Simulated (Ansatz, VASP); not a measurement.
## GaAs in VASP and in Ansatz

The input INCAR:

```
SYSTEM = GaAs
PREC     = Accurate       ! precision mode
ENCUT    = 520            ! plane-wave cutoff, eV
EDIFF    = 1E-8           ! SCF threshold, eV
ISMEAR   = -1             ! smearing method
SIGMA    = 0.08           ! smearing width, eV
LREAL    = .False.        ! projectors in reciprocal space
LASPH    = .True.         ! aspherical terms in the spheres
NELM     = 100            ! most SCF steps
ALGO     = Normal         ! electronic algorithm
ISIF     = 2              ! what is computed and relaxed
LWAVE    = .False.        ! write WAVECAR
LCHARG   = .False.        ! write CHGCAR
LEFG     = .True.       
NBANDS   = 16             ! bands
```

File KPOINTS:

```
Automatic mesh
0
Gamma
  10 10 10
  0 0 0
```

File POSCAR:

```
GaAs
1.0
    0.0000000000      2.8822925071      2.8822925071
    2.8822925071      0.0000000000      2.8822925071
    2.8822925071      2.8822925071      0.0000000000
Ga As
1 1
Direct
    0.0000000000      0.0000000000      0.0000000000
    0.7500000000      0.7500000000      0.7500000000
```

Input for Ansatz:

```yaml
crystal:
  lattice:
    - [0.0, 2.8822925071, 2.8822925071]
    - [2.8822925071, 0.0, 2.8822925071]
    - [2.8822925071, 2.8822925071, 0.0]
  atoms:
    - { symbol: Ga, position: [0.0, 0.0, 0.0] }
    - { symbol: As, position: [0.75, 0.75, 0.75] }
kpoints:
  mp_grid: { grid: [10, 10, 10] }
scf:
  occupations: { method: fermi_dirac, width: 0.08 }
hamiltonian:
  xc: lda
  pseudopotentials: { kind: paw }
output:
  forces: true
  stress: true
  eigenvalues: true
  efg: { contact_densities: true }
```

Change from the starting cell: volume scaled by 1.06, PAW files.

Alike in both runs: task electric field gradients; functional LDA; k mesh 10 × 10 × 10; occupations fermi-dirac, width 0.08 eV; no spin polarisation.

|  | VASP | Ansatz |
| --- | --- | --- |
| version | VASP 6.6.1 | Ansatz 0.2.0 |
| potentials or method | VASP PAW LDA potentials, release 64 (Ga_d, As) | PAW with Ansatz's default frozen-core files, scalar-relativistic |
| plane-wave cutoff (eV) | 520 | 420 |
| valence electrons in the cell | 18 | 28 |

```tsv
	VASP	Ansatz	Ansatz less VASP
pressure (GPa)	-4.9	-5.1	-0.22
```

LDA's correlation is that of Perdew and Zunger in VASP and of Perdew and Wang (1992) in Ansatz. VASP's potentials hold 18 valence electrons a cell and Ansatz's 28, so a difference there can come from the potentials and not from the codes.
